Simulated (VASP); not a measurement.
A run of VASP 6.6.1 is set up as follows.

File INCAR:

```
ALGO = Fast
EDIFF = 1E-6
EDIFFG = -0.01
ENCUT = 600
GGA = PS
IBRION = 2
ISIF = 3
ISMEAR = -1
LASPH = True
LCHARG = False
LREAL = False
LWAVE = False
NELM = 100
NSW = 60
PREC = Accurate
PSTRESS = 100.0
SIGMA = 0.05
```

File KPOINTS:

```
k-points
0
Gamma
  11 11 6
```

The input POSCAR:

```
Au
1.0
    1.4113099650     -2.5559330250      0.0000000000
    1.4113099650      2.5559330250      0.0000000000
    0.0000000000      0.0000000000      4.8931696100
Au
2
Direct
    0.3346720300      0.6653279700      0.2500000000
    0.6653279700      0.3346720300      0.7500000000
```

Potentials or basis: VASP PAW PBE potentials, release 64 (Au).

The run is started by

```console
$ cat potpaw_PBE.64/Au/POTCAR > POTCAR
$ mpirun -np 1 vasp_std > vasp.out
```

**Question.** What does it give for the band gap on the k mesh?

**Answer.** Zero (bands 11 and 12 overlap by 6.59 eV).

**Question.** What does it give for the relaxed cell?

**Answer.** a = 2.824 Å, b = 2.824 Å, c = 4.688 Å, α = 90.00°, β = 90.00°, γ = 120.11°.

The path:
```csv
step,energy change (eV),largest force (eV/Å),pressure (GPa),volume (Å³)
1,0.0000,0.0202,-5.43,35.30
2,1.1511,0.0391,71.95,27.30
3,0.0177,0.0430,9.27,32.51
4,0.0240,0.0435,10.07,32.40
5,0.0275,0.0438,10.47,32.35
6,0.0193,0.0078,10.44,32.29
7,0.0200,0.0106,10.55,32.27
8,0.0198,0.0069,10.55,32.27
9,0.0050,0.0066,8.82,32.51
10,0.0146,0.0080,10.00,32.35
11,0.0144,0.0072,9.94,32.35
12,0.0145,0.0075,9.93,32.35
13,0.0145,0.0063,9.96,32.35
14,0.0145,0.0070,9.97,32.35
```

Caveat: the cell is relaxed towards a set pressure, so the run minimises the enthalpy, not the energy; the PAW data sets were made with another functional, which shifts forces and pressure a little; spin-orbit coupling is left out, which moves the levels of the heavy elements.
